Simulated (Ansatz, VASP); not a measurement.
Two plane-wave programs on Co

Contents of INCAR:

```
PREC     = Accurate       # precision mode
ENCUT    = 520            # plane-wave cutoff, eV
EDIFF    = 1E-6           # SCF threshold, eV
ISMEAR   = -1             # smearing method
SIGMA    = 0.05           # smearing width, eV
LREAL    = False          # projectors in reciprocal space
LASPH    = True           # aspherical terms in the spheres
NELM     = 150            # most SCF steps
ALGO     = Normal         # electronic algorithm
ISIF     = 2              # what is computed and relaxed
LWAVE    = False          # write WAVECAR
LCHARG   = False          # write CHGCAR
ISPIN    = 2              # spin polarisation
MAGMOM   = 1.87 1.87      # initial moments
LORBIT   = 11             # projections on sites
LMAXMIX  = 4              # l up to which the mixer works
GGA      = PE             # functional
NBANDS   = 20             # bands
```

KPOINTS

```
Automatic mesh
0
Gamma
  13 13 7
```

POSCAR

```
Co
1.0
    2.5053999800      0.0000000000      0.0000000000
   -1.2526999900      2.1697400300      0.0000000000
    0.0000000000      0.0000000000      4.0893000000
Co
2
Direct
    0.3333333300      0.6666666700      0.2500000000
    0.6666666700      0.3333333300      0.7500000000
```

Input for Ansatz:

```yaml
crystal:
  lattice:
    - [2.50539998, 0.0, 0.0]
    - [-1.25269999, 2.16974003, 0.0]
    - [0.0, 0.0, 4.0893]
  atoms:
    - { symbol: Co, position: [0.33333333, 0.66666667, 0.25] }
    - { symbol: Co, position: [0.66666667, 0.33333333, 0.75] }
hamiltonian:
  xc: pbe
  pseudopotentials: { kind: paw }
basis:
  ecutwfc: 420
kpoints:
  mp_grid: { grid: [13, 13, 7] }
scf:
  occupations: { method: fermi_dirac, width: 0.05 }
  lower_state_search: "off"
output:
  forces: true
  stress: true
magnetization:
  spin_polarized: true
```

Alike in both runs: task single point; functional PBE; k mesh 13 × 13 × 7; occupations fermi-dirac, width 0.05 eV; collinear spin.

```csv
,VASP,Ansatz
version,VASP 6.6.1,Ansatz 0.2.0
potentials or method,"VASP PAW PBE potentials, release 64 (Co), cutoff 520 eV","PAW, plane waves, scalar-relativistic"
valence electrons in the cell,18,34
```

Ansatz gave:

| Property | Result |
| --- | --- |
| pressure (GPa) | -4.8 |
| traceless stress, the component that is largest in VASP (GPa) | -1.59 |
| net moment per atom (μB) | 1.62 |
| size of the moment on the site where the two differ most (μB) | 1.70 |

Task: What did VASP give for the same quantities?

Result: Pressure (GPa): -5.4; traceless stress, the component that is largest in VASP (GPa): -1.64; net moment per atom (μB): 1.62; size of the moment on the site where the two differ most (μB): 1.64.

Site moments also hang on the region over which each program counts them. The functional is the same, so the differences come from potentials, cutoffs and numerics. VASP's potentials hold 18 valence electrons a cell and Ansatz's 34, so a difference there can come from the potentials and not from the codes. Ansatz's warnings: no starting moments.
